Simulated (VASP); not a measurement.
# Na (Fmmm) in VASP: a series of runs

Runs on Na. Level: PBEsol. Tasks: single point.

Everything below comes from runs of VASP 6.6.1. Logs are shortened: lines on timing, memory, paths and dates and some standing lists are left out, and cuts for length are marked.

## (1) The cell of the first run

Symmetry: Fmmm, No. 69, orthorhombic system. The conventional cell has a = 4.235 Å, b = 5.810 Å, c = 6.169 Å, α = 90.00°, β = 90.00°, γ = 90.00°. Na (site symmetry mmm) has 14 Na at 3.59 to 4.24 Å within 4.7 Å.

## (2) Single point, PBEsol (strain -0.0600 x Voigt [0, 0, 0, 0, 0, 1])

File INCAR:

```
ALGO = Fast ; EDIFF = 1E-6
ENCUT = 520 ; GGA = PS
ISIF = 2 ; ISMEAR = 0
LASPH = True ; LCHARG = False
LREAL = False ; LWAVE = False
NBANDS = 10 ; NELM = 100
PREC = Accurate ; SIGMA = 0.15
```

File KPOINTS:

```
k-points
0
Gamma
  16 16 16
```

File POSCAR:

```
Na
1.0
   -2.1810250000      2.1810250000      2.1175000000
    2.1810250000     -2.1810250000      2.1175000000
    2.0539750000      2.0539750000     -2.1175000000
Na
1
Direct
    0.0000000000      0.0000000000      0.0000000000
```

Potentials or basis: VASP PAW PBE potentials, release 64 (Na_pv).

Started as:

```sh
$ cat potpaw_PBE.64/Na_pv/POTCAR > POTCAR
$ mpirun -np 1 vasp_std > vasp.out
```

OUTCAR:

```text
EDIFF = 1E-6
   ENCUT = 520
   GGA = PS
   ISIF = 2
   ISMEAR = 0
   LASPH = True
   LREAL = False
   NELM = 100
   PREC = Accurate

 ion  position               nearest neighbor table
   1  0.000  0.000  0.000-

  LATTYP: Found a face centered orthorhombic cell.
 ALAT       =     4.2350000000
 B/A-ratio  =     1.3717871555
 C/A-ratio  =     1.4566399692

  Lattice vectors:

 A1 = (  -0.1270500000,   4.2350000000,   0.0000000000)
 A2 = (  -2.1810250000,   2.1810250000,   2.1175000000)
 A3 = (   2.0539750000,   2.0539750000,   2.1175000000)

Analysis of symmetry for initial positions (statically):
=====================================================================
 Subroutine PRICEL returns:
 Original cell was already a primitive cell.

 Routine SETGRP: Setting up the symmetry group for a
 face centered orthorhombic supercell.

 Subroutine GETGRP returns: Found  8 space group operations
 (whereof  8 operations were pure point group operations)
 out of a pool of  8 trial point group operations.

The static configuration has the point symmetry D_2h.

Analysis of symmetry for dynamics (positions and initial velocities):
=====================================================================
 Subroutine PRICEL returns:
 Original cell was already a primitive cell.

 Routine SETGRP: Setting up the symmetry group for a
 face centered orthorhombic supercell.

 Subroutine GETGRP returns: Found  8 space group operations
 (whereof  8 operations were pure point group operations)
 out of a pool of  8 trial point group operations.

The dynamic configuration has the point symmetry D_2h.

 Subroutine INISYM returns: Found  8 space group operations
 (whereof  8 operations are pure point group operations),
 and found     1 'primitive' translations

----------------------------------------------------------------------------------------

                                     Primitive cell

  volume of cell :      37.9437

  direct lattice vectors                    reciprocal lattice vectors
    -2.181025000  2.181025000  2.117500000     0.007090206  0.236340215  0.236127509
     2.181025000 -2.181025000  2.117500000     0.236340215  0.007090206  0.236127509
     2.053975000  2.053975000 -2.117500000     0.243430421  0.243430421  0.000000000

  length of vectors
     3.741329490  3.741329490  3.594639461     0.334160394  0.334160394  0.344262604

  position of ions in fractional coordinates (direct lattice)
     0.000000000  0.000000000  0.000000000

  ion indices of the primitive-cell ions
   primitive index   ion index
                 1           1

----------------------------------------------------------------------------------------

 KPOINTS: k-points

Automatic generation of k-mesh.
 Grid dimensions read from file:
 generate k-points for:   16   16   16

 Generating k-lattice:

  Cartesian coordinates                     Fractional coordinates (reciprocal lattice)
     0.000443138  0.014771263  0.014757969     0.062500000  0.000000000  0.000000000
     0.014771263  0.000443138  0.014757969     0.000000000  0.062500000  0.000000000
     0.015214401  0.015214401  0.000000000     0.000000000  0.000000000  0.062500000

  Length of vectors
     0.020885025  0.020885025  0.021516413

  Shift w.r.t. Gamma in fractional coordinates (k-lattice)
     0.000000000  0.000000000  0.000000000

 Subroutine IBZKPT returns following result:
 ===========================================

 Found    621 irreducible k-points:

 Following reciprocal coordinates:
            Coordinates               Weight
  0.000000  0.000000  0.000000      1.000000
  0.062500  0.000000  0.000000      8.000000
  0.125000  0.000000  0.000000      8.000000
  0.187500  0.000000 -0.000000      8.000000
  0.250000  0.000000  0.000000      8.000000
  0.312500  0.000000  0.000000      8.000000
[... 16 lines left out ...]
 -0.125000  0.062500 -0.000000      8.000000
 -0.062500  0.062500  0.000000      2.000000
 [... further k-points ...]
   k-points           NKPTS =    621   k-points in BZ     NKDIM =    621   number of bands    NBANDS=     10
   number of dos      NEDOS =    301   number of ions     NIONS =      1
   total plane-waves  NPLWV =  21952
   dimension x,y,z NGX =    28 NGY =   28 NGZ =   28
   dimension x,y,z NGXF=    56 NGYF=   56 NGZF=   56
   ions per type =               1
   NGX,Y,Z   is equivalent  to a cutoff of  12.44, 12.44, 12.95 a.u.
   NGXF,Y,Z  is equivalent  to a cutoff of  24.88, 24.88, 25.90 a.u.
 SYSTEM =  unknown system
   PREC   = accura    normal or accurate (medium, high low for compatibility)
   ISTART =      0    job   : 0-new  1-cont  2-samecut
   ICHARG =      2    charge: 1-file 2-atom 10-const
   ISPIN  =      1    spin polarized calculation?
   LNONCOLLINEAR =      F non collinear calculations
   LSORBIT =      F    spin-orbit coupling
   LASPH  =      T    aspherical Exc in radial PAW
   ENCUT  =  520.0 eV  38.22 Ry    6.18 a.u.   6.96  6.96  6.68*2*pi/ulx,y,z
   NELM   =    100;   NELMIN=  2; NELMDL= -5     # of ELM steps
   EDIFF  = 0.1E-05   stopping-criterion for ELM
   LREAL  =      F    real-space projection
   EDIFFG = 0.1E-04   stopping-criterion for IOM
   NSW    =      0    number of steps for IOM
   IBRION =     -1    ionic relax: 0-MD 1-quasi-New 2-CG
   NFREE  =      0    steps in history (QN), initial steepest desc. (CG)
   ISIF   =      2    stress and relaxation
   ISYM   =      2    0-nonsym 1-usesym 2-fastsym
   POTIM  = 0.5000    time-step for ionic-motion
   TEBEG  =    0.0;   TEEND  =   0.0 temperature during run
   PSTRESS=    0.0 pullay stress
   NELECT =       7.0000    total number of electrons
   NUPDOWN=      -1.0000    fix difference up-down
   EMIN   =  10.00;   EMAX   =-10.00  energy-range for DOS
   EFERMI =   0.00;   METHOD = LEGACY
   ISMEAR =     0;   SIGMA  =   0.15  broadening in eV -4-tet -1-fermi 0-gaus
   EFERMI_NEDOS =   21; number of points for ismear=-14 and -15
   IALGO  =     68    algorithm
   IMIX   =      4    mixing-type and parameters
     AMIX     =   0.40;   BMIX     =  1.00
     AMIX_MAG =   1.60;   BMIX_MAG =  1.00
  volume/ion in A,a.u.               =      37.94       256.06
  Fermi-wavevector in a.u.,A,eV,Ry     =   0.931954  1.761138 11.817179  0.868538
  Thomas-Fermi vector in A             =   2.058501
   LORBIT       =      0    0 simple, 1 ext, 2 COOP (PROOUT), +10 PAW based schemes
   GGA     = PS    functional components
   LHFCALC =     F    Hartree Fock is set to
   AEXX    =    0.0000 exact exchange contribution
   IVDW    =     0    specifies the selected vdW correction
   LEPSILON=     F    determine dielectric tensor
   LRPA    =     F    only Hartree local field effects (RPA)
 non-spin polarized calculation
 RMM-DIIS sequential band-by-band and
 Gauss-broadening in eV      SIGMA  =   0.15
  energy-cutoff  :      520.00
  volume of cell :       37.94
 maximum number of plane-waves:      1056
   NGX = 13   NGY = 13   NGZ = 13

 number of electron       7.0000004 magnetization

 Free energy of the ion-electron system (eV)
  ---------------------------------------------------
  ext. energy  EPLUGINS =         0.00000000
  ---------------------------------------------------
  free energy    TOTEN  =        -1.39808578 eV

  energy without entropy =       -1.39293458  energy(sigma->0) =       -1.39551018

 E-fermi :   0.2466     XC(G=0):  -6.4399

 val. band max:        0.2451797911   @ k =  -0.1875  -0.3750   0.1250
 cond. band min:       0.2677387990   @ k =   0.1250   0.0625   0.3125
 fundamental gap:      0.0225590079
 Fermi energy:         0.2466229521

 k-point     1 :       0.0000    0.0000    0.0000
  band No.  band energies     occupation
      1     -24.5683      2.00000
      2     -24.5677      2.00000
      3     -24.5669      2.00000
      4      -2.9878      2.00000
      5      11.4095      0.00000
      6      11.6838      0.00000
      7      11.9825      0.00000
      8      12.5287      0.00000
      9      12.8298      0.00000
     10      13.2811      0.00000

 k-point     2 :       0.0625    0.0000    0.0000
  band No.  band energies     occupation
      1     -24.5693      2.00000
      2     -24.5681      2.00000
      3     -24.5672      2.00000
      4      -2.9200      2.00000
      5      10.8008      0.00000
      6      11.0407      0.00000
      7      11.4787      0.00000
      8      12.3171      0.00000
      9      12.6451      0.00000
     10      13.0413      0.00000

 k-point     3 :       0.1250    0.0000    0.0000
  band No.  band energies     occupation
      1     -24.5730      2.00000
      2     -24.5690      2.00000
      3     -24.5675      2.00000
      4      -2.7171      2.00000
      5       9.2463      0.00000
      6      10.3462      0.00000
      7      10.8326      0.00000
      8      11.7724      0.00000
      9      12.2547      0.00000
     10      13.5344      0.00000

 k-point     4 :       0.1875    0.0000   -0.0000
  band No.  band energies     occupation
      1     -24.5786      2.00000
      2     -24.5707      2.00000
      3     -24.5675      2.00000
      4      -2.3808      2.00000
      5       7.6705      0.00000
      6       9.7317      0.00000
      7      10.2318      0.00000
      8      11.1857      0.00000
      9      11.8860      0.00000
     10      13.8919      0.00000
[... 222 lines left out ...]
 k-point    22 :      -0.1875    0.0625    0.0000
  band No.  band energies     occupation
      1     -24.5748      2.00000
      2     -24.5704      2.00000
      3     -24.5681      2.00000
      4      -2.5269      2.00000
      5       8.3945      0.00000
      6       8.9756      0.00000
      7      10.7303      0.00000
      8      12.1142      0.00000
      9      12.2251      0.00000
     10      13.4945      0.00000

 k-point    23 :      -0.1250    0.0625   -0.0000
  band No.  band energies     occupation
      1     -24.5705      2.00000
      2     -24.5689      2.00000
      3     -24.5680      2.00000
      4      -2.7926      2.00000
      5       9.4021      0.00000
      6      10.1863      0.00000
      7      11.2855      0.00000
      8      12.1743      0.00000
      9      12.7898      0.00000
     10      13.6794      0.00000

 k-point    24 :      -0.0625    0.0625    0.0000
  band No.  band energies     occupation
      1     -24.5683      2.00000
      2     -24.5680      2.00000
      3     -24.5680      2.00000
      4      -2.9240      2.00000
      5      10.1901      0.00000
      6      11.2888      0.00000
      7      11.7062      0.00000
      8      12.2496      0.00000
      9      12.9365      0.00000
     10      13.5659      0.00000

 [... further k-points ...]
[... 5 lines left out ...]
  --------------------------------------------------------------------------------------
  -------------------------------------------------------------------------------------
  Total       -0.0728057     -0.0728057     -0.0636462      0.0898501      0.0000000     -0.0000000
  in kB       -3.0742320     -3.0742320     -2.6874711      3.7939343      0.0000000     -0.0000000
  external PRESSURE =      -2.9453117 kB  Pullay stress =       0.0000000 kB

 VOLUME and BASIS-vectors are now :
 -----------------------------------------------------------------------------
  energy-cutoff  :      520.00
  volume of cell :       37.94
      direct lattice vectors                 reciprocal lattice vectors
    -2.181025000  2.181025000  2.117500000     0.007090206  0.236340215  0.236127509
     2.181025000 -2.181025000  2.117500000     0.236340215  0.007090206  0.236127509
     2.053975000  2.053975000 -2.117500000     0.243430421  0.243430421  0.000000000

 POSITION                                       TOTAL-FORCE (eV/Angst)
 -----------------------------------------------------------------------------------
      0.00000      0.00000      0.00000         0.000000      0.000000     -0.000000
 -----------------------------------------------------------------------------------
    total drift:                               -0.000000     -0.000000     -0.000000

  FREE ENERGIE OF THE ION-ELECTRON SYSTEM (eV)
  ---------------------------------------------------
  free  energy   TOTEN  =        -1.3980857790 eV

  energy  without entropy=       -1.3929345788  energy(sigma->0) =       -1.39551018
```

It took 79 s on 1 thread of Intel Xeon 6975P-C (Granite Rapids), shared host; peak memory 0.3 GiB.

What came out:

```yaml
Free_energy: -1.3981 eV
Pressure: -0.3 GPa
```

Caveat: the cell differs from its parent crystal (strain -0.0600 x Voigt [0, 0, 0, 0, 0, 1]); the PAW data sets were made with another functional, which shifts forces and pressure a little.

## (3) Single point, PBEsol (strain +0.0150 x Voigt [0, 0, 0, 0, 0, 1])

File INCAR:

```
SYSTEM = Na
PREC = Accurate
ENCUT = 520
EDIFF = 1E-6
ISMEAR = 0
SIGMA = 0.15
LREAL = .False.
LASPH = .True.
NELM = 100
ALGO = Fast
ISIF = 2
LWAVE = .False.
LCHARG = .False.
GGA = PS
NBANDS = 10
```

File KPOINTS:

```
regular mesh
0
Gamma
  16 16 16
  0 0 0
```

File POSCAR:

```
Na
1.0
   -2.1016187500      2.1016187500      2.1175000000
    2.1016187500     -2.1016187500      2.1175000000
    2.1333812500      2.1333812500     -2.1175000000
Na
1
Direct
    0.0000000000      0.0000000000      0.0000000000
```

Potentials or basis: VASP PAW PBE potentials, release 64 (Na_pv).

Started as:

```sh
$ cat potpaw_PBE.64/Na_pv/POTCAR > POTCAR
$ mpirun -np 1 vasp_std > vasp.out
```

It took 79 s on 1 thread of Intel Xeon 6975P-C (Granite Rapids), shared host; peak memory 0.3 GiB.

It converged, with:

* Free energy: -1.4005 eV
* Pressure: -0.3 GPa

Stress tensor (GPa, compression positive):
```
-0.31 -0.09  0.00
-0.09 -0.31  0.00
 0.00  0.00 -0.30
```

Levels at points of the mesh, in eV from the Fermi level:
```tsv
k point	band 1	band 2	band 3	band 4	band 5	band 6
(0.00, 0.00, 0.00)	-24.81	-24.81	-24.81	-3.23	11.54	11.54
(0.50, 0.00, 0.00)	-24.84	-24.82	-24.81	0.74	1.20	8.10
(0.50, 0.50, 0.00)	-24.84	-24.82	-24.81	0.80	1.27	8.06
(0.00, 0.00, 0.50)	-24.84	-24.82	-24.81	0.69	1.13	8.14
(0.50, 0.50, 0.50)	-24.83	-24.83	-24.83	4.47	4.48	4.79
```

Caveat: the cell differs from its parent crystal (strain +0.0150 x Voigt [0, 0, 0, 0, 0, 1]); the PAW data sets were made with another functional, which shifts forces and pressure a little.
